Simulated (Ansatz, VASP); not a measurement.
One calculation of InGaO, two programs

```
CELL_PARAMETERS angstrom
3.42683 0.00000 0.00000
-1.71341 2.96772 0.00000
0.00000 0.00000 5.73399
ATOMIC_POSITIONS crystal
In 0.00000 0.00000 0.00000
Ga 0.66667 0.33333 0.50000
O 0.33333 0.66667 0.50000
```

Change from the starting cell: species swapped into the SrSiNi type (P-6m2, No. 187).

Alike in both runs: functional PBE; k mesh 6 × 6 × 4; occupations gaussian, width 0.1 eV; no spin polarisation.

Ansatz relaxed the structure, and its values are those at the end. VASP's run is a single point on that final structure, the one shown.

|  | VASP | Ansatz |
| --- | --- | --- |
| version | VASP 6.6.1 | Ansatz 0.2.0 |
| potentials or method | VASP PAW PBE potentials, release 64 (In_d, Ga_d, O), cutoff 520 eV | scalar-relativistic, plane waves, PAW |
| valence electrons in the cell | 32 | 32 |

Ansatz gave:

- gap on the k mesh at the Fermi level (eV): none
- pressure (GPa): 0.0

Task: What did VASP give for the same quantities?

Result: gap on the k mesh at the Fermi level (eV): none; pressure (GPa): 0.3.

A gap of «none» marks a metal or a gap that the smearing closes.
